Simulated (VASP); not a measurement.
The system is SnGe3Se4.

```xyz
8
Lattice="4.1279 0.0000 0.0000 0.0000 5.8378 0.0000 0.0000 0.0000 8.2559" Properties=species:S:1:pos:R:3 pbc="T T T"
Sn    2.0640    2.9189    0.0000
Ge    0.0000    0.0000    6.1919
Ge    0.0000    0.0000    2.0640
Ge    2.0640    2.9189    4.1279
Se    0.0000    2.9189    6.1919
Se    2.0640    0.0000    0.0000
Se    0.0000    2.9189    2.0640
Se    2.0640    0.0000    4.1279
```

* Program: VASP 6.6.1
* Task: relaxation of cell and atoms
* Functional: PBE
* Potentials or basis: VASP PAW PBE potentials, release 64 (Sn_d, Ge_d, Se)
* Cutoff: 600 eV
* k mesh: 4 × 4 × 2
* Occupations: gaussian, width 0.1 eV
* Spin: no spin polarisation

At the start: pressure -2.0 GPa; volume 24.87 Å³/atom.

How do energy, volume and symmetry change on relaxing?

Over 9 steps the energy falls by 14.2 meV/atom and the volume is 23.88 Å³/atom (-4.0 %); space group Pmmm (No. 47, to 0.1 Å) before and after.

Step by step:
```csv
step,energy change (eV),largest force (eV/Å),pressure (GPa),volume (Å³)
1,0.0000,0.5352,-1.98,198.95
2,-0.0744,0.4500,0.29,190.22
3,-0.0746,0.4429,0.44,189.63
4,-0.0961,0.2842,0.32,189.94
5,-0.1122,0.0711,0.16,190.46
6,-0.1124,0.0668,0.12,190.53
7,-0.1134,0.0438,-0.08,191.24
8,-0.1134,0.0422,-0.09,191.30
9,-0.1138,0.0168,0.01,191.02
```

Final structure:
```
Sn Ge Se
1.0
     4.06457    0.00000    0.00000
     0.00000    5.75872    0.00000
     0.00000    0.00000    8.16094
Sn Ge Se
1 3 4
Direct
  0.50000 0.50000 0.00000
  0.00000 0.00000 0.74568
  0.00000 0.00000 0.25432
  0.50000 0.50000 0.50000
  0.00000 0.50000 0.73750
  0.50000 0.00000 0.00000
  0.00000 0.50000 0.26250
  0.50000 0.00000 0.50000
```

Caveat: the k points lie up to 0.39 Å⁻¹ apart in the final cell.
